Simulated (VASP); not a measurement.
# HfB (Fm-3m) in VASP: notebook, part 2 of 2

VASP 6.6.1. Earlier steps stand in the parts before.

## 3. Single point, PBE (strained)

File INCAR:

```
SYSTEM = HfB
  PREC = Accurate
  ENCUT = 500
  EDIFF = 1E-6
  ISMEAR = 0
  SIGMA = 0.1
  LREAL = .False.
  LASPH = .True.
  NELM = 120
  ALGO = Normal
  ISIF = 2
  LWAVE = .False.
  LCHARG = .False.
  GGA = PE
  NBANDS = 14
  GGA_COMPAT = .False.
```

File KPOINTS:

```
regular mesh
0
Gamma
  16 16 16
  0 0 0
```

File POSCAR:

```
HfB
1.0
    0.0000000000      2.4082905000      2.4082905000
    2.4082905000      0.0000000000      2.4082905000
    2.4082905000      2.4082905000      0.0000000000
Hf B
1 1
Direct
    0.5000000000      0.5000000000      0.5000000000
    0.0000000000      0.0000000000      0.0000000000
```

Potentials or basis: VASP PAW PBE potentials, release 64 (Hf_pv, B).

On the command line:

```sh
$ cat potpaw_PBE.64/Hf_pv/POTCAR potpaw_PBE.64/B/POTCAR > POTCAR
$ mpirun -np 1 vasp_std > vasp.out
```

OUTCAR:

```text
SYSTEM = HfB
   PREC = Accurate
   ENCUT = 500
   EDIFF = 1E-6
   ISMEAR = 0
   LREAL = .False.
   LASPH = .True.
   NELM = 120
   ISIF = 2
   GGA = PE

 ion  position               nearest neighbor table
   1  0.500  0.500  0.500-   2 2.41   2 2.41   2 2.41   2 2.41   2 2.41   2 2.41
   2  0.000  0.000  0.000-   1 2.41   1 2.41   1 2.41   1 2.41   1 2.41   1 2.41

  LATTYP: Found a face centered cubic cell.
 ALAT       =     4.8165810000

  Lattice vectors:

 A1 = (   0.0000000000,   2.4082905000,   2.4082905000)
 A2 = (   2.4082905000,   0.0000000000,   2.4082905000)
 A3 = (   2.4082905000,   2.4082905000,   0.0000000000)

Analysis of symmetry for initial positions (statically):
=====================================================================
 Subroutine PRICEL returns:
 Original cell was already a primitive cell.

 Routine SETGRP: Setting up the symmetry group for a
 face centered cubic supercell.

 Subroutine GETGRP returns: Found 48 space group operations
 (whereof 48 operations were pure point group operations)
 out of a pool of 48 trial point group operations.

The static configuration has the point symmetry O_h .

Analysis of symmetry for dynamics (positions and initial velocities):
=====================================================================
 Subroutine PRICEL returns:
 Original cell was already a primitive cell.

 Routine SETGRP: Setting up the symmetry group for a
 face centered cubic supercell.

 Subroutine GETGRP returns: Found 48 space group operations
 (whereof 48 operations were pure point group operations)
 out of a pool of 48 trial point group operations.

The dynamic configuration has the point symmetry O_h .

 Subroutine INISYM returns: Found 48 space group operations
 (whereof 48 operations are pure point group operations),
 and found     1 'primitive' translations

----------------------------------------------------------------------------------------

                                     Primitive cell

  volume of cell :      27.9355

  direct lattice vectors                    reciprocal lattice vectors
     0.000000000  2.408290500  2.408290500    -0.207616149  0.207616149  0.207616149
     2.408290500  0.000000000  2.408290500     0.207616149 -0.207616149  0.207616149
     2.408290500  2.408290500  0.000000000     0.207616149  0.207616149 -0.207616149

  length of vectors
     3.405837087  3.405837087  3.405837087     0.359601719  0.359601719  0.359601719

  position of ions in fractional coordinates (direct lattice)
     0.500000000  0.500000000  0.500000000
     0.000000000  0.000000000  0.000000000

  ion indices of the primitive-cell ions
   primitive index   ion index
                 1           1
                 2           2

----------------------------------------------------------------------------------------

 KPOINTS: regular mesh

Automatic generation of k-mesh.
 Grid dimensions read from file:
 generate k-points for:   16   16   16

 Generating k-lattice:

  Cartesian coordinates                     Fractional coordinates (reciprocal lattice)
    -0.012976009  0.012976009  0.012976009     0.062500000  0.000000000  0.000000000
     0.012976009 -0.012976009  0.012976009     0.000000000  0.062500000  0.000000000
     0.012976009  0.012976009 -0.012976009     0.000000000  0.000000000  0.062500000

  Length of vectors
     0.022475107  0.022475107  0.022475107

  Shift w.r.t. Gamma in fractional coordinates (k-lattice)
     0.000000000  0.000000000  0.000000000

 Subroutine IBZKPT returns following result:
 ===========================================

 Found    145 irreducible k-points:

 Following reciprocal coordinates:
            Coordinates               Weight
  0.000000  0.000000  0.000000      1.000000
  0.062500  0.000000  0.000000      8.000000
  0.125000  0.000000  0.000000      8.000000
  0.187500  0.000000  0.000000      8.000000
  0.250000  0.000000  0.000000      8.000000
  0.312500  0.000000  0.000000      8.000000
[... 16 lines left out ...]
 -0.125000  0.062500  0.000000     24.000000
 -0.062500  0.062500  0.000000     12.000000
 [... further k-points ...]
   k-points           NKPTS =    145   k-points in BZ     NKDIM =    145   number of bands    NBANDS=     14
   number of dos      NEDOS =    301   number of ions     NIONS =      2
   total plane-waves  NPLWV =  21952
   dimension x,y,z NGX =    28 NGY =   28 NGZ =   28
   dimension x,y,z NGXF=    56 NGYF=   56 NGZF=   56
   ions per type =               1   1
   NGX,Y,Z   is equivalent  to a cutoff of  13.67, 13.67, 13.67 a.u.
   NGXF,Y,Z  is equivalent  to a cutoff of  27.33, 27.33, 27.33 a.u.
 SYSTEM =  HfB
   PREC   = accura    normal or accurate (medium, high low for compatibility)
   ISTART =      0    job   : 0-new  1-cont  2-samecut
   ICHARG =      2    charge: 1-file 2-atom 10-const
   ISPIN  =      1    spin polarized calculation?
   LNONCOLLINEAR =      F non collinear calculations
   LSORBIT =      F    spin-orbit coupling
   LASPH  =      T    aspherical Exc in radial PAW
   ENCUT  =  500.0 eV  36.75 Ry    6.06 a.u.   6.21  6.21  6.21*2*pi/ulx,y,z
   NELM   =    120;   NELMIN=  2; NELMDL= -5     # of ELM steps
   EDIFF  = 0.1E-05   stopping-criterion for ELM
   LREAL  =      F    real-space projection
[... 7 lines left out ...]
   TEBEG  =    0.0;   TEEND  =   0.0 temperature during run
   PSTRESS=    0.0 pullay stress
   NELECT =      13.0000    total number of electrons
   NUPDOWN=      -1.0000    fix difference up-down
   EMIN   =  10.00;   EMAX   =-10.00  energy-range for DOS
   EFERMI =   0.00;   METHOD = LEGACY
   ISMEAR =     0;   SIGMA  =   0.10  broadening in eV -4-tet -1-fermi 0-gaus
   EFERMI_NEDOS =   21; number of points for ismear=-14 and -15
   IALGO  =     38    algorithm
   IMIX   =      4    mixing-type and parameters
     AMIX     =   0.40;   BMIX     =  1.00
     AMIX_MAG =   1.60;   BMIX_MAG =  1.00
  volume/ion in A,a.u.               =      13.97        94.26
  Fermi-wavevector in a.u.,A,eV,Ry     =   1.268636  2.397375 21.897729  1.609438
  Thomas-Fermi vector in A             =   2.401720
   LORBIT       =      0    0 simple, 1 ext, 2 COOP (PROOUT), +10 PAW based schemes
   GGA     = PE    functional components
   LHFCALC =     F    Hartree Fock is set to
   AEXX    =    0.0000 exact exchange contribution
   IVDW    =     0    specifies the selected vdW correction
   LEPSILON=     F    determine dielectric tensor
   LRPA    =     F    only Hartree local field effects (RPA)
 non-spin polarized calculation
 Gauss-broadening in eV      SIGMA  =   0.10
  energy-cutoff  :      500.00
  volume of cell :       27.94
 maximum number of plane-waves:       725
 NGX is ok and might be reduce to    28
   NGX = 13   NGY = 13   NGZ = 13

 number of electron      13.0000000 magnetization

 Free energy of the ion-electron system (eV)
  ---------------------------------------------------
  ext. energy  EPLUGINS =         0.00000000
  ---------------------------------------------------
  free energy    TOTEN  =       -17.46312028 eV

  energy without entropy =      -17.45870551  energy(sigma->0) =      -17.46091290

 E-fermi :   4.3541     XC(G=0): -11.7177

 val. band max:        4.3526564395   @ k =  -0.3750   0.3750   0.0625
 cond. band min:       4.3580760008   @ k =   0.3125   0.2500   0.0625
 fundamental gap:      0.0054195613
 Fermi energy:         4.3540920935

 k-point     1 :       0.0000    0.0000    0.0000
  band No.  band energies     occupation
      1     -24.6091      2.00000
      2     -24.6091      2.00000
      3     -24.6091      2.00000
      4      -4.8081      2.00000
      5       6.4144      0.00000
      6       6.4144      0.00000
      7       6.4144      0.00000
      8       7.9524      0.00000
      9       7.9524      0.00000
     10       7.9524      0.00000
     11       8.1056      0.00000
     12       8.1056      0.00000
     13      15.5093      0.00000
     14      15.5459      0.00000
[... 375 lines left out ...]
 k-point    24 :      -0.0625    0.0625    0.0000
  band No.  band energies     occupation
      1     -24.6525      2.00000
      2     -24.6218      2.00000
      3     -24.6109      2.00000
      4      -4.5518      2.00000
      5       5.7227      0.00000
      6       5.7670      0.00000
      7       6.1635      0.00000
      8       6.5612      0.00000
      9       7.5266      0.00000
     10       8.5103      0.00000
     11       9.3158      0.00000
     12      10.3038      0.00000
     13      15.8803      0.00000
     14      16.1920      0.00000

 [... further k-points ...]
[... 5 lines left out ...]
  --------------------------------------------------------------------------------------
  -------------------------------------------------------------------------------------
  Total        0.3399085      0.3399085      0.3399085      0.0000000      0.0000000     -0.0000000
  in kB       19.4946738     19.4946738     19.4946738      0.0000000      0.0000000     -0.0000000
  external PRESSURE =      19.4946738 kB  Pullay stress =       0.0000000 kB

 VOLUME and BASIS-vectors are now :
 -----------------------------------------------------------------------------
  energy-cutoff  :      500.00
  volume of cell :       27.94
      direct lattice vectors                 reciprocal lattice vectors
     0.000000000  2.408290500  2.408290500    -0.207616149  0.207616149  0.207616149
     2.408290500  0.000000000  2.408290500     0.207616149 -0.207616149  0.207616149
     2.408290500  2.408290500  0.000000000     0.207616149  0.207616149 -0.207616149

 POSITION                                       TOTAL-FORCE (eV/Angst)
 -----------------------------------------------------------------------------------
      2.40829      2.40829      2.40829        -0.000000      0.000000     -0.000000
      0.00000      0.00000      0.00000         0.000000     -0.000000      0.000000
 -----------------------------------------------------------------------------------
    total drift:                                0.000000      0.000000      0.000000

  FREE ENERGIE OF THE ION-ELECTRON SYSTEM (eV)
  ---------------------------------------------------
  free  energy   TOTEN  =       -17.4631202850 eV

  energy  without entropy=      -17.4587055114  energy(sigma->0) =      -17.46091290
```

Run time: 22 s. Hardware: 1 thread of Intel Xeon 6975P-C (Granite Rapids), shared host; peak memory 0.19 GiB.

Results:

* Free energy: -17.4631 eV
* Pressure: 1.9 GPa

Caveat: the cell differs from its parent crystal (strained); spin-orbit coupling is left out, which moves the levels of the heavy elements.
